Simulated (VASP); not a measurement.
Input of a VASP 6.6.1 run:

Contents of INCAR:

```
SYSTEM = Ga2O3
PREC = Accurate ; ENCUT = 520
EDIFF = 1E-7 ; ISMEAR = 0
SIGMA = 0.05 ; LREAL = .FALSE.
LASPH = .TRUE. ; NELM = 80
ALGO = Normal ; ISIF = 2
LWAVE = .FALSE. ; LCHARG = .TRUE.
GGA = PE ; LELF = .TRUE.
LVHAR = .TRUE. ; NBANDS = 55
```

Contents of KPOINTS:

```
Automatic mesh
0
G
  6 6 6
  0 0 0
```

File POSCAR:

```
Ga2O3
1.0
    2.5919426699      1.4964587982      4.5410352138
   -2.5919426699      1.4964587982      4.5410352138
    0.0000000000     -2.9929175964      4.5410352138
Ga O
4 6
Direct
    0.3558687539      0.3558687539      0.3558687539
    0.1441312461      0.1441312461      0.1441312461
    0.6441312461      0.6441312461      0.6441312461
    0.8558687539      0.8558687539      0.8558687539
    0.5531733332      0.9468266668      0.2500000000
    0.2500000000      0.5531733332      0.9468266668
    0.9468266668      0.2500000000      0.5531733332
    0.4468266668      0.0531733332      0.7500000000
    0.7500000000      0.4468266668      0.0531733332
    0.0531733332      0.7500000000      0.4468266668
```

Potentials or basis: VASP PAW PBE potentials, release 64 (Ga_d, O).

Command:

```console
$ cat potpaw_PBE.64/Ga_d/POTCAR potpaw_PBE.64/O/POTCAR > POTCAR
$ mpirun -np 1 vasp_std > vasp.out
```

Question: What does it give for the band gap on the k mesh?

Answer: 1.86 eV (least direct gap 2.06 eV).

Question: What does it give for the largest force?

Answer: 0.103 eV/Å.

Question: What does it give for the pressure?

Answer: -8.3 GPa.

Stress tensor (GPa, compression positive):
```
-10.61   0.00   0.00
  0.00 -10.61   0.00
  0.00   0.00  -3.80
```

Caveat: the cell differs from its parent crystal (strain +0.025 along x and y, +0.000 along z); the cell stands under tension. A k mesh can miss the band edges.
